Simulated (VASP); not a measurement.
Here is a VASP 6.6.1 calculation.

File INCAR:

```
PREC     = Accurate       # precision mode
ENCUT    = 520            # plane-wave cutoff, eV
EDIFF    = 1E-6           # SCF threshold, eV
ISMEAR   = 0              # smearing method
SIGMA    = 0.1            # smearing width, eV
LREAL    = False          # projectors in reciprocal space
LASPH    = True           # aspherical terms in the spheres
NELM     = 100            # most SCF steps
ALGO     = Normal         # electronic algorithm
ISIF     = 2              # what is computed and relaxed
LWAVE    = False          # write WAVECAR
LCHARG   = False          # write CHGCAR
LDIPOL   = True         
IDIPOL   = 3            
DIPOL    = 0.5 0.5 0.338
GGA      = PE             # functional
NBANDS   = 66             # bands
```

File KPOINTS:

```
Automatic mesh
0
Gamma
  7 6 1
```

The input POSCAR:

```
Ti9H
1.0
    4.5793473381      0.0000000000      0.0000000000
   -2.2896736690      4.8731803173      0.0000000000
    0.0000000000      0.0000000000     20.8008028311
Ti H
9 1
Direct
    0.5259511637      0.0519023274      0.1923002700
    0.8311413964      0.6622827928      0.2107665519
    0.1363316291      0.2726632583      0.2292328340
    0.3570925601      0.7141851202      0.3030979621
    0.6640847992      0.3281368264      0.3193552711
    0.9697449144      0.9393324533      0.3378269322
    0.1905287611      0.3816414126      0.4115069858
    0.5011079414      0.0025593214      0.4254608482
    0.8026484359      0.6055378280      0.4471367238
    1.0526484359      0.8555378280      0.5034366948
```

Potentials or basis: VASP PAW PBE potentials, release 64 (Ti_sv, H).

Launch:

```sh
$ cat potpaw_PBE.64/Ti_sv/POTCAR potpaw_PBE.64/H/POTCAR > POTCAR
$ mpirun -np 1 vasp_std > vasp.out
```

Problem. Predict the band gap on the k mesh.

Solution. Zero (an odd number of electrons rules out a gap without spin polarisation).

Problem. Predict the largest force.

Solution. 1.188 eV/Å.

Forces in eV/Å, atoms in the order of the input:
```
Ti  -0.009 -0.010  0.060
Ti  -0.007 -0.261  0.464
Ti   0.002  0.083 -0.162
Ti   0.054  0.126 -0.230
Ti   0.017  0.039 -0.142
Ti  -0.003  0.020 -0.112
Ti  -0.094 -0.332 -0.125
Ti  -0.638 -0.663  0.751
Ti   0.021  0.448 -0.506
H    0.657  0.549  0.003
```
